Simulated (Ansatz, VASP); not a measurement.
## SbW in VASP and in Ansatz

Contents of POSCAR:

```
SbW
1.0
    0.0000000000      3.0620170879      3.0620170879
    3.0620170879      0.0000000000      3.0620170879
    3.0620170879      3.0620170879      0.0000000000
W Sb
1 1
Direct
    0.0000000000      0.0000000000      0.0000000000
    0.2500000000      0.2500000000      0.2500000000
```

INCAR.step1

```
  PREC = Accurate
  ENCUT = 520
  ISMEAR = 0
  SIGMA = 0.05
  LREAL = F
  LASPH = T
  NELM = 100
  NBANDS = 16
  GGA = PE
  ALGO = Normal
  EDIFF = 1E-4
  LWAVE = T
  LCHARG = F
```

Contents of INCAR.step2:

```
  PREC = Accurate
  ENCUT = 520
  EDIFF = 1E-6
  ISMEAR = 0
  SIGMA = 0.05
  LREAL = F
  LASPH = T
  NELM = 100
  ALGO = Normal
  ISIF = 2
  LWAVE = F
  LCHARG = T
  METAGGA = R2SCAN
  LMIXTAU = T
  LELF = T
  LVHAR = T
  NBANDS = 16
  ISTART = 1
```

Contents of KPOINTS:

```
Automatic mesh
0
Gamma
  10 10 10
```

Input for Ansatz:

```yaml
crystal:
  lattice:
    - [0.0, 3.0620170879, 3.0620170879]
    - [3.0620170879, 0.0, 3.0620170879]
    - [3.0620170879, 3.0620170879, 0.0]
  atoms:
    - { symbol: W, position: [0.0, 0.0, 0.0] }
    - { symbol: Sb, position: [0.25, 0.25, 0.25] }
basis:
  ecutwfc: 500
  ecutrho_ratio: 4
kpoints:
  mp_grid: { grid: [10, 10, 10] }
hamiltonian:
  xc: r2scan
scf:
  occupations: { method: gaussian, width: 0.05 }
output:
  forces: true
  stress: true
  eigenvalues: true
```

Alike in both runs: task single point; functional r2SCAN; k mesh 10 × 10 × 10; occupations gaussian, width 0.05 eV; no spin polarisation.

|  | VASP | Ansatz |
| --- | --- | --- |
| version | VASP 6.6.1 | Ansatz 0.2.0 |
| potentials or method | VASP PAW PBE potentials, release 64 (W_sv, Sb), cutoff 520 eV | scalar-relativistic, plane waves, PAW |
| valence electrons in the cell | 19 | 29 |

Ansatz gave:

* gap on the k mesh at the Fermi level (eV): none
* pressure (GPa): -0.7

Q: What did VASP give for the same quantities?

A: gap on the k mesh at the Fermi level (eV): none; pressure (GPa): -0.6.

VASP's potentials were made for PBE, not for r2SCAN. A gap of «none» marks a metal or a gap that the smearing closes. The functional is the same, so the differences come from potentials, cutoffs and numerics. VASP's potentials hold 19 valence electrons a cell and Ansatz's 29, so a difference there can come from the potentials and not from the codes.

Neither program's run includes spin-orbit coupling.
